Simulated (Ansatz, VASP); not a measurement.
Ta in VASP and in Ansatz

```
CELL_PARAMETERS angstrom
-1.65500 1.65500 1.65500
1.65500 -1.65500 1.65500
1.65500 1.65500 -1.65500
ATOMIC_POSITIONS crystal
Ta 0.00000 0.00000 0.00000
```

Alike in both runs: task single point; functional PBE; k mesh 8 × 8 × 8; occupations gaussian, width 0.1 eV; no spin polarisation.

|  | VASP | Ansatz |
| --- | --- | --- |
| version | VASP 6.6.1 | Ansatz 0.2.0 |
| potentials or method | VASP PAW PBE potentials, release 64 (Ta_pv), cutoff 520 eV | scalar-relativistic, plane waves, PAW |
| valence electrons in the cell | 11 | 13 |

Ansatz gave:

| Item | Value |
| --- | --- |
| gap on the k mesh at the Fermi level (eV) | none |
| pressure (GPa) | -0.4 |

**Question.** Which values does VASP return?

**Answer.** gap on the k mesh at the Fermi level (eV): none; pressure (GPa): -0.3.

A gap of «none» marks a metal or a gap that the smearing closes. With one functional, cell and mesh, what is left measures potentials, basis and numerics. VASP's potentials hold 11 valence electrons a cell and Ansatz's 13, so a difference there can come from the potentials and not from the codes.

Neither program's run includes spin-orbit coupling.
